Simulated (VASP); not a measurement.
# AgCl: electric field gradients with PBE

The system is AgCl.

```
CELL_PARAMETERS angstrom
1.87713 -5.57506 0.00000
1.87713 5.57506 0.00000
0.00000 0.00000 3.93707
ATOMIC_POSITIONS crystal
Ag 0.39656 0.60344 0.75000
Ag 0.60344 0.39656 0.25000
Cl 0.86545 0.13455 0.25000
Cl 0.13455 0.86545 0.75000
```

| Quantity | Value |
| --- | --- |
| Program | VASP 6.6.1 |
| Task | electric field gradients |
| Functional | PBE |
| Potentials or basis | VASP PAW PBE potentials, release 64 (Ag, Cl) |
| Cutoff | 520 eV |
| k mesh | 9 × 9 × 8 |
| Occupations | fermi-dirac, width 0.03 eV |
| Spin | no spin polarisation |
| Dipole correction | no |
| Further INCAR settings | ALGO = Normal; EDIFF = 1e-08; NBANDS = 26 |

```json
{"Pressure": "1.0 GPa", "Largest force": "0.019 eV/Å", "Band gap on the k mesh": "0.49 eV (least direct gap 1.94 eV)", "Largest electric field gradient by atom": "Ag +50.4; Cl -54.1 V/Å²"}
```

Forces on the atoms (eV/Å):
```
Ag   0.000  0.019  0.000
Ag   0.000 -0.019  0.000
Cl   0.000 -0.005  0.000
Cl   0.000  0.005  0.000
```

Stress tensor (GPa, compression positive):
```
0.91 0.00 0.00
0.00 1.25 0.00
0.00 0.00 0.88
```

Levels at points of the mesh, in eV from the valence-band top:
| k point | band 14 | band 15 | band 16 | band 17 | band 18 | band 19 | band 20 | band 21 | band 22 | band 23 |
| --- | --- | --- | --- | --- | --- | --- | --- | --- | --- | --- |
| (0.00, 0.00, 0.00) | -2.22 | -2.16 | -1.74 | -1.62 | -1.45 | 0.49 | 3.17 | 7.71 | 8.45 | 10.04 |
| (0.00, 0.00, 0.50) | -2.26 | -1.26 | -1.26 | -0.09 | -0.09 | 4.36 | 4.36 | 6.81 | 6.81 | 8.26 |

Electric field gradients, principal values (V/Å²):
```
atom    least   middle  greatest (by size)
1 Ag  -22.562  -27.879              50.441
2 Ag  -22.562  -27.879              50.441
3 Cl   19.634   34.423             -54.056
4 Cl   19.634   34.423             -54.056
```

Run time: 4.9 min on 1 thread of Intel(R) Xeon(R) Platinum 8259CL CPU @ 2.50GHz (Skylake/Cascade Lake), on a shared host, peak memory 0.39 GiB.

Caveat: without QUAD_EFG the Cq values of the log hold for a quadrupole moment of 1 mb, not for the nuclei; an odd mesh through Γ misses points on the zone boundary, where band edges can lie.
